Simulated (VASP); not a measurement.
## Ca31CuO32 (a cell with a defect): single point with PBEsol

System: Ca31CuO32 (a cell with a defect).

```
O Ca Cu
1.0
     9.53520    0.00000    0.00000
     0.00000    9.53520    0.00000
     0.00000    0.00000    9.53520
O Ca Cu
32 31 1
Direct
  0.24966 0.99995 0.00020
  0.24925 0.00119 0.50011
  0.24930 0.50006 0.99896
  0.24837 0.49923 0.50086
  0.75044 0.00037 0.99980
  0.75114 0.00238 0.49983
  0.75111 0.50036 0.99787
  0.76718 0.50083 0.49937
  0.99975 0.24985 0.00020
  0.00095 0.24949 0.50010
  0.00015 0.75068 0.99980
  0.00213 0.75137 0.49979
  0.49988 0.24950 0.99894
  0.49898 0.24862 0.50084
  0.50016 0.75134 0.99789
  0.50062 0.76741 0.49939
  0.00014 0.00037 0.24949
  0.99972 0.99994 0.75030
  0.00208 0.50037 0.24883
  0.00098 0.50006 0.75066
  0.50011 0.00231 0.24884
  0.49983 0.00122 0.75065
  0.50056 0.50080 0.23274
  0.49904 0.49931 0.75158
  0.25014 0.25035 0.25036
  0.24888 0.24908 0.75108
  0.25098 0.74987 0.25028
  0.25013 0.74977 0.74981
  0.74966 0.25122 0.25029
  0.74955 0.25036 0.74980
  0.74995 0.75018 0.25000
  0.74966 0.74986 0.74896
  0.99966 0.99989 0.00029
  0.99937 0.99963 0.49956
  0.99941 0.50060 0.00054
  0.00317 0.50104 0.49914
  0.50038 0.99964 0.00056
  0.50082 0.00341 0.49913
  0.50081 0.50103 0.99679
  0.25048 0.25068 0.00052
  0.25033 0.25054 0.50034
  0.25148 0.74945 0.00010
  0.25687 0.74753 0.50009
  0.74922 0.25169 0.00011
  0.74727 0.25710 0.50009
  0.74885 0.74908 0.99949
  0.74479 0.74502 0.49944
  0.25147 0.00008 0.25075
  0.25044 0.99965 0.74947
  0.25686 0.50007 0.25268
  0.25027 0.49983 0.74967
  0.74881 0.00066 0.25112
  0.74920 0.00006 0.74847
  0.74479 0.50075 0.25512
  0.74724 0.50006 0.74311
  0.99985 0.25170 0.25074
  0.99943 0.25067 0.74946
  0.00043 0.74908 0.25110
  0.99985 0.74943 0.74847
  0.49984 0.25714 0.25269
  0.49960 0.25050 0.74966
  0.50050 0.74504 0.25511
  0.49982 0.74751 0.74309
  0.46217 0.46256 0.53791
```

- Program: VASP 6.6.1
- Task: single point
- Functional: PBEsol
- Potentials or basis: VASP PAW PBE potentials, release 64 (O, Ca_sv, Cu)
- Cutoff: 520 eV
- k mesh: 1 × 1 × 1, shifted
- Occupations: fermi-dirac, width 0.05 eV
- Spin: no spin polarisation

```
Largest force : 0.052 eV/Å
```

Forces in eV/Å, atoms in the order of the input:
```
O   -0.003  0.002 -0.001
O    0.002 -0.005  0.000
O   -0.001 -0.002  0.003
O    0.026  0.011 -0.011
O   -0.002  0.000  0.000
O   -0.001 -0.005 -0.001
O    0.002  0.000  0.004
O   -0.051  0.007 -0.006
O    0.001 -0.001 -0.001
O   -0.005  0.003  0.001
O    0.001 -0.004  0.000
O   -0.002  0.000  0.002
O   -0.002  0.001  0.005
O    0.011  0.027 -0.010
O   -0.002  0.002  0.003
O    0.007 -0.050 -0.008
O    0.000  0.000  0.003
O    0.002  0.002  0.002
O   -0.003 -0.001  0.000
O   -0.003 -0.001 -0.001
O    0.001 -0.004 -0.001
O    0.001 -0.004  0.001
O    0.006  0.007  0.050
O    0.013  0.011 -0.026
O   -0.002 -0.002  0.004
O    0.001  0.002 -0.001
O   -0.006  0.002  0.000
O    0.000 -0.003  0.001
O   -0.001 -0.004 -0.001
O   -0.003 -0.002  0.003
O    0.008  0.007 -0.007
O    0.000  0.002  0.005
Ca   0.002  0.002 -0.002
Ca   0.000 -0.002  0.002
Ca  -0.003 -0.002  0.002
Ca   0.008  0.001 -0.001
Ca  -0.002 -0.002  0.000
Ca   0.000  0.010  0.000
Ca   0.001  0.001 -0.007
Ca  -0.005 -0.004  0.004
Ca  -0.009 -0.008 -0.006
Ca  -0.004  0.001  0.001
Ca  -0.005 -0.001 -0.002
Ca   0.001 -0.003  0.000
Ca   0.001 -0.004 -0.002
Ca   0.000 -0.001 -0.002
Ca   0.003  0.001  0.002
Ca  -0.004  0.000 -0.002
Ca  -0.005 -0.003  0.005
Ca  -0.003  0.003 -0.002
Ca  -0.008  0.005  0.008
Ca   0.002  0.003 -0.002
Ca   0.001  0.000  0.004
Ca   0.004 -0.002 -0.003
Ca   0.003  0.002  0.002
Ca  -0.001 -0.003 -0.001
Ca  -0.004 -0.005  0.006
Ca   0.002  0.000 -0.001
Ca  -0.002  0.001  0.004
Ca   0.003 -0.005 -0.002
Ca   0.006 -0.008  0.007
Ca  -0.002  0.002 -0.003
Ca   0.003  0.000  0.004
Cu   0.023  0.020 -0.023
```

Levels at points of the mesh, in eV from the Fermi level:
```tsv
k point	band 255	band 256	band 257	band 258	band 259	band 260
(0.25, 0.25, 0.25)	-1.90	-1.32	-1.32	1.27	1.29	1.29
```

Run time: 28 min on 1 thread of AMD EPYC 7R13 Processor (Zen 3), on a shared host, peak memory 0.85 GiB.

Caveat: the cell carries a net charge on a neutralising background, which shifts energy and pressure; the cell is charged against a uniform background, so pressure and absolute levels hang on convention; the PAW data sets were made with another functional, which shifts forces and pressure a little.
